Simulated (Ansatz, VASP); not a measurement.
Cl in VASP and in Ansatz

File INCAR:

```
PREC     = Accurate       # precision mode
ENCUT    = 520            # plane-wave cutoff, eV
EDIFF    = 1E-8           # SCF threshold, eV
ISMEAR   = -1             # smearing method
SIGMA    = 0.03           # smearing width, eV
LREAL    = False          # projectors in reciprocal space
LASPH    = True           # aspherical terms in the spheres
NELM     = 100            # most SCF steps
ALGO     = Normal         # electronic algorithm
ISIF     = 2              # what is computed and relaxed
LWAVE    = False          # write WAVECAR
LCHARG   = False          # write CHGCAR
GGA      = PE             # functional
LEFG     = True         
NBANDS   = 14             # bands
```

File KPOINTS:

```
Automatic mesh
0
Gamma
  19 19 10
```

The input POSCAR:

```
Cl
1.0
    3.6185718332      0.0000000000      0.0000000000
   -1.8092859166      3.1337751329      0.0000000000
    0.0000000000      0.0000000000      3.8711814238
Cl
2
Direct
    0.3333333333      0.6666666667      0.2500000000
    0.6666666667      0.3333333333      0.7500000000
```

Input for Ansatz:

```yaml
crystal:
  lattice:
    - [3.6185718332, 0.0, 0.0]
    - [-1.8092859166, 3.1337751329, 0.0]
    - [0.0, 0.0, 3.8711814238]
  atoms:
    - { symbol: Cl, position: [0.3333333333, 0.6666666667, 0.25] }
    - { symbol: Cl, position: [0.6666666667, 0.3333333333, 0.75] }
kpoints:
  mp_grid: { grid: [19, 19, 10] }
scf:
  occupations: { method: fermi_dirac, width: 0.03 }
hamiltonian:
  xc: pbe
  pseudopotentials: { kind: paw }
output:
  forces: true
  stress: true
  eigenvalues: true
  efg: { contact_densities: true }
  write_density: true
  write_potential: true
  elf: true
  volumetric_format: npy
```

Change from the starting cell: volume scaled by 0.96, PAW files.

Alike in both runs: task electric field gradients; functional PBE; k mesh 19 × 19 × 10; occupations fermi-dirac, width 0.03 eV; no spin polarisation.

|  | VASP | Ansatz |
| --- | --- | --- |
| version | VASP 6.6.1 | Ansatz 0.2.0 |
| potentials or method | VASP PAW PBE potentials, release 64 (Cl) | PAW with Ansatz's default frozen-core files, scalar-relativistic |
| plane-wave cutoff (eV) | 520 | 420 |
| valence electrons in the cell | 14 | 14 |

VASP gave:

| Item | Value |
| --- | --- |
| pressure (GPa) | 1.4 |
| traceless stress, the component that is largest in VASP (GPa) | 0.53 |
| size of Vzz on the site where it differs most (V/Å²) | 140.8 |

Task: Which values does Ansatz return?

Result: Pressure (GPa): 1.5; traceless stress, the component that is largest in VASP (GPa): 0.53; size of Vzz on the site where it differs most (V/Å²): 142.2.

The functional is the same, so the differences come from potentials, cutoffs and numerics.
